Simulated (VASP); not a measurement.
# Sb (Fm-3m) in VASP: a series of runs

Runs on Sb. Level: PBEsol. Tasks: single point.

All numbers are computed with VASP 6.6.1; they aren't measurements. Logs are shortened: lines on timing, memory, paths and dates and some standing lists are left out, and cuts for length are marked.

## Step 1: The cell of the first run

The structure is cubic, space group Fm-3m (No. 225). The conventional cell has a = 4.332 Å, b = 4.332 Å, c = 4.332 Å, α = 90.00°, β = 90.00°, γ = 90.00°. Sb (site symmetry m-3m) has 12 Sb at 3.06 Å within 4.0 Å.

## Step 2: Single point, PBEsol

INCAR

```
SYSTEM = Sb
  PREC = Accurate
  ENCUT = 520
  EDIFF = 1E-6
  ISMEAR = -1
  SIGMA = 0.05
  LREAL = .False.
  LASPH = .True.
  NELM = 80
  ALGO = Normal
  ISIF = 2
  LWAVE = .False.
  LCHARG = .False.
  GGA = PS
  NBANDS = 8
```

KPOINTS

```
Automatic mesh
0
Gamma
  10 10 10
  0 0 0
```

POSCAR

```
Sb
1.0
    0.0000000000      2.1657805965      2.1657805965
    2.1657805965      0.0000000000      2.1657805965
    2.1657805965      2.1657805965      0.0000000000
Sb
1
Direct
    0.0000000000      0.0000000000      0.0000000000
```

Potentials or basis: VASP PAW PBE potentials, release 64 (Sb).

Launch:

```bash
$ cat potpaw_PBE.64/Sb/POTCAR > POTCAR
$ mpirun -np 1 vasp_std > vasp.out
```

OUTCAR:

```text
SYSTEM = Sb
   PREC = Accurate
   ENCUT = 520
   EDIFF = 1E-6
   ISMEAR = -1
   LREAL = .False.
   LASPH = .True.
   NELM = 80
   ISIF = 2
   GGA = PS

 ion  position               nearest neighbor table
   1  0.000  0.000  0.000-

  LATTYP: Found a face centered cubic cell.
 ALAT       =     4.3315611930

  Lattice vectors:

 A1 = (   0.0000000000,   2.1657805965,   2.1657805965)
 A2 = (   2.1657805965,   0.0000000000,   2.1657805965)
 A3 = (   2.1657805965,   2.1657805965,   0.0000000000)

Analysis of symmetry for initial positions (statically):
=====================================================================
 Subroutine PRICEL returns:
 Original cell was already a primitive cell.

 Routine SETGRP: Setting up the symmetry group for a
 face centered cubic supercell.

 Subroutine GETGRP returns: Found 48 space group operations
[... 9 lines left out ...]

 Routine SETGRP: Setting up the symmetry group for a
 face centered cubic supercell.

 Subroutine GETGRP returns: Found 48 space group operations
[... 11 lines left out ...]
                                     Primitive cell

  volume of cell :      20.3176

  direct lattice vectors                    reciprocal lattice vectors
     0.000000000  2.165780596  2.165780596    -0.230863644  0.230863644  0.230863644
     2.165780596  0.000000000  2.165780596     0.230863644 -0.230863644  0.230863644
     2.165780596  2.165780596  0.000000000     0.230863644  0.230863644 -0.230863644

  length of vectors
     3.062876293  3.062876293  3.062876293     0.399867561  0.399867561  0.399867561

  position of ions in fractional coordinates (direct lattice)
     0.000000000  0.000000000  0.000000000

  ion indices of the primitive-cell ions
   primitive index   ion index
                 1           1

----------------------------------------------------------------------------------------

 KPOINTS: Automatic mesh

Automatic generation of k-mesh.
 Grid dimensions read from file:
 generate k-points for:   10   10   10

 Generating k-lattice:

  Cartesian coordinates                     Fractional coordinates (reciprocal lattice)
    -0.023086364  0.023086364  0.023086364     0.100000000  0.000000000  0.000000000
     0.023086364 -0.023086364  0.023086364     0.000000000  0.100000000  0.000000000
     0.023086364  0.023086364 -0.023086364     0.000000000  0.000000000  0.100000000

  Length of vectors
     0.039986756  0.039986756  0.039986756

  Shift w.r.t. Gamma in fractional coordinates (k-lattice)
     0.000000000  0.000000000  0.000000000

 Subroutine IBZKPT returns following result:
 ===========================================

 Found     47 irreducible k-points:

 Following reciprocal coordinates:
            Coordinates               Weight
  0.000000  0.000000  0.000000      1.000000
  0.100000  0.000000  0.000000      8.000000
  0.200000  0.000000  0.000000      8.000000
  0.300000  0.000000  0.000000      8.000000
  0.400000  0.000000  0.000000      8.000000
  0.500000  0.000000  0.000000      4.000000
[... 16 lines left out ...]
  0.300000  0.300000  0.000000      6.000000
  0.400000  0.300000  0.000000     24.000000
 [... further k-points ...]
   k-points           NKPTS =     47   k-points in BZ     NKDIM =     47   number of bands    NBANDS=      8
   number of dos      NEDOS =    301   number of ions     NIONS =      1
   total plane-waves  NPLWV =  13824
   dimension x,y,z NGX =    24 NGY =   24 NGZ =   24
   dimension x,y,z NGXF=    48 NGYF=   48 NGZF=   48
   ions per type =               1
   NGX,Y,Z   is equivalent  to a cutoff of  13.03, 13.03, 13.03 a.u.
   NGXF,Y,Z  is equivalent  to a cutoff of  26.05, 26.05, 26.05 a.u.
 SYSTEM =  Sb
   PREC   = accura    normal or accurate (medium, high low for compatibility)
   ISTART =      0    job   : 0-new  1-cont  2-samecut
   ICHARG =      2    charge: 1-file 2-atom 10-const
   ISPIN  =      1    spin polarized calculation?
   LNONCOLLINEAR =      F non collinear calculations
   LSORBIT =      F    spin-orbit coupling
   LASPH  =      T    aspherical Exc in radial PAW
   ENCUT  =  520.0 eV  38.22 Ry    6.18 a.u.   5.69  5.69  5.69*2*pi/ulx,y,z
   NELM   =     80;   NELMIN=  2; NELMDL= -5     # of ELM steps
   EDIFF  = 0.1E-05   stopping-criterion for ELM
   LREAL  =      F    real-space projection
   EDIFFG = 0.1E-04   stopping-criterion for IOM
   NSW    =      0    number of steps for IOM
   IBRION =     -1    ionic relax: 0-MD 1-quasi-New 2-CG
   NFREE  =      0    steps in history (QN), initial steepest desc. (CG)
   ISIF   =      2    stress and relaxation
   ISYM   =      2    0-nonsym 1-usesym 2-fastsym
   POTIM  = 0.5000    time-step for ionic-motion
   TEBEG  =    0.0;   TEEND  =   0.0 temperature during run
   PSTRESS=    0.0 pullay stress
   NELECT =       5.0000    total number of electrons
   NUPDOWN=      -1.0000    fix difference up-down
   EMIN   =  10.00;   EMAX   =-10.00  energy-range for DOS
   EFERMI =   0.00;   METHOD = LEGACY
   ISMEAR =    -1;   SIGMA  =   0.05  broadening in eV -4-tet -1-fermi 0-gaus
   EFERMI_NEDOS =   21; number of points for ismear=-14 and -15
   IALGO  =     38    algorithm
   IMIX   =      4    mixing-type and parameters
     AMIX     =   0.40;   BMIX     =  1.00
     AMIX_MAG =   1.60;   BMIX_MAG =  1.00
  volume/ion in A,a.u.               =      20.32       137.11
  Fermi-wavevector in a.u.,A,eV,Ry     =   1.025905  1.938679 14.319867  1.052481
  Thomas-Fermi vector in A             =   2.159770
   LORBIT       =      0    0 simple, 1 ext, 2 COOP (PROOUT), +10 PAW based schemes
   GGA     = PS    functional components
   LHFCALC =     F    Hartree Fock is set to
   AEXX    =    0.0000 exact exchange contribution
   IVDW    =     0    specifies the selected vdW correction
   LEPSILON=     F    determine dielectric tensor
   LRPA    =     F    only Hartree local field effects (RPA)
 non-spin polarized calculation
  energy-cutoff  :      520.00
  volume of cell :       20.32
 maximum number of plane-waves:       568
   NGX = 11   NGY = 11   NGZ = 11

 number of electron       5.0000000 magnetization

 Free energy of the ion-electron system (eV)
  ---------------------------------------------------
  ext. energy  EPLUGINS =         0.00000000
  ---------------------------------------------------
  free energy    TOTEN  =        -3.87100541 eV

  energy without entropy =       -3.86863218  energy(sigma->0) =       -3.86981880

 E-fermi :  12.5371     XC(G=0): -11.5970

 val. band max:       12.3308445767   @ k =  -0.2000   0.2000   0.0000
 cond. band min:      12.6017219943   @ k =  -0.2000   0.1000   0.0000
 fundamental gap:      0.2708774176
 Fermi energy:        12.5371021654

 k-point     1 :       0.0000    0.0000    0.0000
  band No.  band energies     occupation
      1      -2.9733      2.00000
      2      20.1806      0.00000
      3      20.1806      0.00000
      4      20.1806      0.00000
      5      22.6238      0.00000
      6      23.5609      0.00000
      7      23.5609      0.00000
      8      23.5609      0.00000

 k-point     2 :       0.1000    0.0000    0.0000
  band No.  band energies     occupation
      1      -2.7184      2.00000
      2      17.6165      0.00000
      3      19.7338      0.00000
      4      19.7338      0.00000
      5      21.9893      0.00000
      6      24.2332      0.00000
      7      24.2332      0.00000
      8      26.0318      0.00000

 k-point     3 :       0.2000    0.0000    0.0000
  band No.  band energies     occupation
      1      -1.9533      2.00000
      2      13.6995      0.00000
      3      18.9464      0.00000
      4      18.9464      0.00000
      5      21.7903      0.00000
      6      24.7218      0.00000
      7      24.7218      0.00000
      8      25.9514      0.00000

 k-point     4 :       0.3000    0.0000    0.0000
  band No.  band energies     occupation
      1      -0.6821      2.00000
      2       9.9719      2.00000
      3      18.2711      0.00000
      4      18.2711      0.00000
      5      21.7421      0.00000
      6      23.5625      0.00000
      7      23.5625      0.00000
      8      24.4546      0.00000

 k-point     5 :       0.4000    0.0000    0.0000
  band No.  band energies     occupation
      1       1.0533      2.00000
      2       6.7087      2.00000
      3      17.8354      0.00000
      4      17.8354      0.00000
      5      21.8635      0.00000
      6      22.7469      0.00000
      7      22.7469      0.00000
      8      23.3560      0.00000

 k-point     6 :       0.5000    0.0000    0.0000
  band No.  band energies     occupation
      1       2.5646      2.00000
      2       4.6804      2.00000
      3      17.6854      0.00000
      4      17.6854      0.00000
      5      22.0240      0.00000
      6      22.4669      0.00000
      7      22.4669      0.00000
      8      22.8652      0.00000

 k-point     7 :       0.1000    0.1000    0.0000
  band No.  band energies     occupation
      1      -2.6333      2.00000
      2      18.5495      0.00000
      3      18.5495      0.00000
      4      19.1061      0.00000
      5      20.8485      0.00000
      6      24.6786      0.00000
      7      25.4041      0.00000
      8      25.4041      0.00000
[... 133 lines left out ...]
 k-point    20 :      -0.4000    0.2000    0.0000
  band No.  band energies     occupation
      1       3.1218      2.00000
      2       5.9617      2.00000
      3      12.2435      1.99438
      4      16.0576      0.00000
      5      19.3159      0.00000
      6      25.1571      0.00000
      7      25.9823      0.00000
      8      29.0391      0.00000

 k-point    21 :      -0.3000    0.2000    0.0000
  band No.  band energies     occupation
      1       1.3190      2.00000
      2       8.6027      2.00000
      3      11.8985      1.99999
      4      17.2490      0.00000
      5      20.2401      0.00000
      6      24.8681      0.00000
      7      25.4350      0.00000
      8      27.1587      0.00000

 k-point    22 :      -0.2000    0.2000    0.0000
  band No.  band energies     occupation
      1      -0.2589      2.00000
      2      11.6894      2.00000
      3      12.3308      1.96819
      4      18.7217      0.00000
      5      21.5875      0.00000
      6      24.5312      0.00000
      7      24.8105      0.00000
      8      25.0842      0.00000

 k-point    23 :       0.3000    0.3000    0.0000
  band No.  band energies     occupation
      1       0.0885      2.00000
      2      13.0375      0.00009
      3      14.4812      0.00000
      4      14.4812      0.00000
      5      18.0240      0.00000
      6      18.4827      0.00000
      7      29.9552      0.00000
      8      30.4925      0.00000

 k-point    24 :       0.4000    0.3000    0.0000
  band No.  band energies     occupation
      1       1.3548      2.00000
      2      10.7437      2.00000
      3      12.6498      0.18994
      4      13.9940      0.00000
      5      17.8576      0.00000
      6      19.5743      0.00000
      7      29.2188      0.00000
      8      30.5077      0.00000

 [... further k-points ...]
[... 5 lines left out ...]
  --------------------------------------------------------------------------------------
  -------------------------------------------------------------------------------------
  Total        3.8659807      3.8659807      3.8659807      0.0000000     -0.0000000      0.0000000
  in kB      304.8575053    304.8575053    304.8575053      0.0000000     -0.0000000      0.0000000
  external PRESSURE =     304.8575053 kB  Pullay stress =       0.0000000 kB

 VOLUME and BASIS-vectors are now :
 -----------------------------------------------------------------------------
  energy-cutoff  :      520.00
  volume of cell :       20.32
      direct lattice vectors                 reciprocal lattice vectors
     0.000000000  2.165780596  2.165780596    -0.230863644  0.230863644  0.230863644
     2.165780596  0.000000000  2.165780596     0.230863644 -0.230863644  0.230863644
     2.165780596  2.165780596  0.000000000     0.230863644  0.230863644 -0.230863644

 POSITION                                       TOTAL-FORCE (eV/Angst)
 -----------------------------------------------------------------------------------
      0.00000      0.00000      0.00000         0.000000      0.000000      0.000000
 -----------------------------------------------------------------------------------
    total drift:                                0.000000     -0.000000     -0.000000

  FREE ENERGIE OF THE ION-ELECTRON SYSTEM (eV)
  ---------------------------------------------------
  free  energy   TOTEN  =        -3.8710054139 eV

  energy  without entropy=       -3.8686321798  energy(sigma->0) =       -3.86981880
```

Wall time 4.7 s (1 thread of Intel Xeon 6975P-C, shared host); peak memory 0.13 GiB.

Results:

```
Free energy : -3.8710 eV
Pressure    : 30.5 GPa
```

Caveat: the PAW data sets were made with another functional, which shifts forces and pressure a little; spin-orbit coupling is left out, which moves the levels of the heavy elements.

## Step 3: Single point, PBEsol

This run uses another cell than the first one, of 21.52 Å³/atom, 1.059 times its volume.

INCAR

```
SYSTEM = Sb
PREC = Accurate
ENCUT = 520
EDIFF = 1E-7
ISMEAR = -1
SIGMA = 0.05
LREAL = .False.
LASPH = .True.
NELM = 100
ALGO = Normal
ISIF = 2
LWAVE = .False.
LCHARG = .False.
GGA = PS
NBANDS = 8
```

KPOINTS

```
regular mesh
0
Gamma
  10 10 10
  0 0 0
```

POSCAR

```
Sb
1.0
    0.0000000000      2.2076481455      2.2076481455
    2.2076481455      0.0000000000      2.2076481455
    2.2076481455      2.2076481455      0.0000000000
Sb
1
Direct
    0.0000000000      0.0000000000      0.0000000000
```

Potentials or basis: VASP PAW PBE potentials, release 64 (Sb).

Launch:

```bash
$ cat potpaw_PBE.64/Sb/POTCAR > POTCAR
$ mpirun -np 1 vasp_std > vasp.out
```

OUTCAR:

```text
SYSTEM = Sb
   PREC = Accurate
   ENCUT = 520
   EDIFF = 1E-7
   ISMEAR = -1
   LREAL = .False.
   LASPH = .True.
   NELM = 100
   ISIF = 2
   GGA = PS

 ion  position               nearest neighbor table
   1  0.000  0.000  0.000-

  LATTYP: Found a face centered cubic cell.
 ALAT       =     4.4152962910

  Lattice vectors:

 A1 = (   0.0000000000,   2.2076481455,   2.2076481455)
 A2 = (   2.2076481455,   0.0000000000,   2.2076481455)
 A3 = (   2.2076481455,   2.2076481455,   0.0000000000)

Analysis of symmetry for initial positions (statically):
=====================================================================
 Subroutine PRICEL returns:
 Original cell was already a primitive cell.

 Routine SETGRP: Setting up the symmetry group for a
 face centered cubic supercell.

 Subroutine GETGRP returns: Found 48 space group operations
[... 9 lines left out ...]

 Routine SETGRP: Setting up the symmetry group for a
 face centered cubic supercell.

 Subroutine GETGRP returns: Found 48 space group operations
[... 11 lines left out ...]
                                     Primitive cell

  volume of cell :      21.5189

[... 129 lines left out ...]
  free energy    TOTEN  =        -4.05944913 eV

  energy without entropy =       -4.05644845  energy(sigma->0) =       -4.05794879

 E-fermi :  11.5761     XC(G=0): -11.3329

 val. band max:       11.4448559655   @ k =  -0.2000   0.2000   0.0000
 cond. band min:      11.6049785273   @ k =  -0.2000   0.1000   0.0000
 fundamental gap:      0.1601225618
 Fermi energy:        11.5761331334

 k-point     1 :       0.0000    0.0000    0.0000
  band No.  band energies     occupation
      1      -3.3226      2.00000
      2      18.7302      0.00000
      3      18.7302      0.00000
      4      18.7302      0.00000
      5      21.7546      0.00000
      6      22.3977      0.00000
      7      22.3977      0.00000
      8      22.3977      0.00000
[... 243 lines left out ...]
 k-point    24 :       0.4000    0.3000    0.0000
  band No.  band energies     occupation
      1       0.7843      2.00000
      2       9.7195      2.00000
      3      11.7463      0.06443
      4      12.9925      0.00000
      5      16.8726      0.00000
      6      18.4760      0.00000
      7      27.9128      0.00000
      8      29.0734      0.00000

 [... further k-points ...]
[... 5 lines left out ...]
  --------------------------------------------------------------------------------------
  -------------------------------------------------------------------------------------
  Total        2.7226376      2.7226376      2.7226376     -0.0000000     -0.0000000      0.0000000
  in kB      202.7126537    202.7126537    202.7126537     -0.0000000     -0.0000000      0.0000000
  external PRESSURE =     202.7126537 kB  Pullay stress =       0.0000000 kB

 VOLUME and BASIS-vectors are now :
 -----------------------------------------------------------------------------
  energy-cutoff  :      520.00
  volume of cell :       21.52
      direct lattice vectors                 reciprocal lattice vectors
     0.000000000  2.207648145  2.207648145    -0.226485367  0.226485367  0.226485367
     2.207648145  0.000000000  2.207648145     0.226485367 -0.226485367  0.226485367
     2.207648145  2.207648145  0.000000000     0.226485367  0.226485367 -0.226485367

 POSITION                                       TOTAL-FORCE (eV/Angst)
 -----------------------------------------------------------------------------------
      0.00000      0.00000      0.00000        -0.000000      0.000000     -0.000000
 -----------------------------------------------------------------------------------
    total drift:                               -0.000000      0.000000      0.000000

  FREE ENERGIE OF THE ION-ELECTRON SYSTEM (eV)
  ---------------------------------------------------
  free  energy   TOTEN  =        -4.0594491317 eV

  energy  without entropy=       -4.0564484473  energy(sigma->0) =       -4.05794879
```

stdout:

```text
POSCAR found type information on POSCAR Sb
 POSCAR found :  1 types and       1 ions
 scaLAPACK will be used
 -----------------------------------------------------------------------------
|                                                                             |
|                                                                             |
|     You enforced a specific xc type in the INCAR file but a different       |
|     I HOPE YOU KNOW WHAT YOU ARE DOING!                                     |
|                                                                             |
 -----------------------------------------------------------------------------

 LDA part: xc-table for (Slater+PW92), standard interpolation
 POSCAR, INCAR and KPOINTS ok, starting setup
 FFT: planning ... GRIDC
 FFT: planning ... GRID_SOFT
 FFT: planning ... GRID
 WAVECAR not read
 entering main loop
```

It took 6 s on 1 thread of Intel Xeon 6975P-C, shared host; peak memory 0.13 GiB.

What came out:

```
Free energy : -4.0594 eV
Pressure    : 20.3 GPa
```

Levels at points of the mesh, in eV from the Fermi level:
| k point | band 1 | band 2 | band 3 | band 4 | band 5 |
| --- | --- | --- | --- | --- | --- |
| (0.00, 0.00, 0.00) | -14.90 | 7.15 | 7.15 | 7.15 | 10.18 |
| (0.50, 0.00, 0.00) | -9.76 | -7.38 | 4.84 | 4.84 | 9.57 |
| (0.50, 0.50, 0.00) | -7.42 | -6.23 | 0.43 | 0.43 | 4.49 |

Caveat: the PAW data sets were made with another functional, which shifts forces and pressure a little; spin-orbit coupling is left out, which moves the levels of the heavy elements.

(Continued in part 2 of 2.)
